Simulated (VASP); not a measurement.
Input of a VASP 6.6.1 run:

File POSCAR:

```
Ba7LiTi8O23
1.0
    7.9404200000      0.0000000000      0.0000000000
    0.0000000000      7.9404200000      0.0000000000
    0.0000000000      0.0000000000      7.9404200000
Ba Li Ti O
7 1 8 23
Direct
    0.0006720000      0.0009720000      0.0011890000
    0.9994330000      0.0011620000      0.5021330000
    0.9965930000      0.5047330000      0.0009320000
    0.0091490000      0.5064850000      0.5011830000
    0.5008650000      0.9989610000      0.0004840000
    0.5024130000      0.9988600000      0.5011960000
    0.5016980000      0.5052590000      0.0023660000
    0.6270710000      0.5044580000      0.4998610000
    0.2619890000      0.2632280000      0.2655190000
    0.2597830000      0.2603700000      0.7324740000
    0.2595580000      0.7589640000      0.2552110000
    0.2594260000      0.7547300000      0.7521880000
    0.7567280000      0.2576910000      0.2529870000
    0.7532310000      0.2582000000      0.7516340000
    0.7528190000      0.7544270000      0.2579130000
    0.7521170000      0.7543950000      0.7532420000
    0.2357680000      0.2382400000      0.4994670000
    0.2430800000      0.7470210000      0.9989260000
    0.2427290000      0.7538200000      0.4961630000
    0.7450680000      0.2506760000      0.0001590000
    0.7421190000      0.2543630000      0.4970780000
    0.7458400000      0.7465370000      0.9949470000
    0.7399910000      0.7412330000      0.4967280000
    0.9925650000      0.2493580000      0.2466570000
    0.9920430000      0.2488010000      0.7529860000
    0.9895890000      0.7469560000      0.2503440000
    0.9899030000      0.7456980000      0.7457760000
    0.4894740000      0.2446060000      0.2390680000
    0.4900180000      0.2432190000      0.7606570000
    0.4937320000      0.7520990000      0.2447970000
    0.4931390000      0.7509210000      0.7511450000
    0.2443180000      0.9971300000      0.2443550000
    0.2437000000      0.9969310000      0.7544780000
    0.2418050000      0.4922180000      0.2385240000
    0.2415390000      0.4926660000      0.7603020000
    0.7456510000      0.9955470000      0.2518370000
    0.7446880000      0.9956350000      0.7454390000
    0.7411650000      0.4976040000      0.2552590000
    0.7396240000      0.4965830000      0.7409390000
```

File INCAR.step1:

```
SYSTEM = Ba7LiTi8O23
ALGO = Normal ; EDIFF = 1E-5
ENCUT = 650 ; GGA = PE
GGA_COMPAT = .False. ; ISIF = 2
ISMEAR = -1 ; ISYM = -1
LASPH = .True. ; LREAL = Auto
LWAVE = .True. ; NBANDS = 178
NELECT = 308.0 ; NELM = 120
PREC = Accurate ; SIGMA = 0.05
```

File INCAR.step2:

```
SYSTEM = Ba7LiTi8O23
ALGO = Normal ; EDIFF = 1E-6
ENCUT = 650 ; GGA = PE
GGA_COMPAT = .False. ; HFSCREEN = 0.2079
ISIF = 2 ; ISMEAR = -1
ISTART = 1 ; ISYM = -1
LASPH = .True. ; LCHARG = .True.
LELF = .True. ; LHFCALC = .True.
LREAL = Auto ; LVHAR = .True.
LWAVE = .False. ; NBANDS = 178
NELECT = 308.0 ; NELM = 120
PREC = Accurate ; PRECFOCK = Fast
SIGMA = 0.05
```

File KPOINTS:

```
explicit points
1
Reciprocal
  0.25000000   0.25000000   0.25000000 1
```

Potentials or basis: VASP PAW PBE potentials, release 64 (Ba_sv, Li_sv, Ti_sv, O).

Command:

```bash
$ cat potpaw_PBE.64/Ba_sv/POTCAR potpaw_PBE.64/Li_sv/POTCAR potpaw_PBE.64/Ti_sv/POTCAR potpaw_PBE.64/O/POTCAR > POTCAR
$ cp INCAR.step1 INCAR
$ mpirun -np 1 vasp_std > vasp.out
$ cp INCAR.step2 INCAR
$ mpirun -np 1 vasp_std > vasp.out
```

Question: What does it give for the largest force?

Answer: 0.503 eV/Å.

Forces in eV/Å, atoms in the order of the input:
```
Ba   0.136  0.167 -0.012
Ba   0.009  0.033 -0.025
Ba   0.175 -0.191 -0.020
Ba   0.039 -0.119 -0.012
Ba  -0.158  0.192  0.011
Ba  -0.123  0.099 -0.015
Ba  -0.210 -0.215 -0.035
Li   0.032 -0.008  0.017
Ti   0.115  0.088 -0.353
Ti   0.133  0.114  0.451
Ti   0.109  0.018  0.051
Ti   0.119  0.010  0.039
Ti   0.058  0.055 -0.002
Ti   0.031  0.059  0.065
Ti   0.019  0.013  0.005
Ti   0.073  0.043  0.106
O   -0.001  0.008 -0.027
O    0.068  0.067 -0.101
O    0.084 -0.034 -0.049
O    0.055  0.028 -0.049
O   -0.024  0.078 -0.036
O    0.028  0.035 -0.109
O   -0.015 -0.067 -0.057
O   -0.492  0.044  0.095
O   -0.473  0.052 -0.088
O   -0.207  0.061  0.033
O   -0.209  0.074  0.015
O    0.190  0.047  0.132
O    0.235  0.070 -0.146
O   -0.090 -0.003  0.105
O   -0.120 -0.020 -0.060
O    0.067 -0.441  0.104
O    0.065 -0.440 -0.082
O    0.060  0.204  0.133
O    0.072  0.261 -0.129
O    0.056 -0.131  0.036
O    0.065 -0.158  0.000
O    0.019 -0.048  0.101
O    0.008 -0.047 -0.092
```

Caveat: the cell carries a net charge on a neutralising background, which shifts energy and pressure; the PAW data sets were made with another functional, which shifts forces and pressure a little.
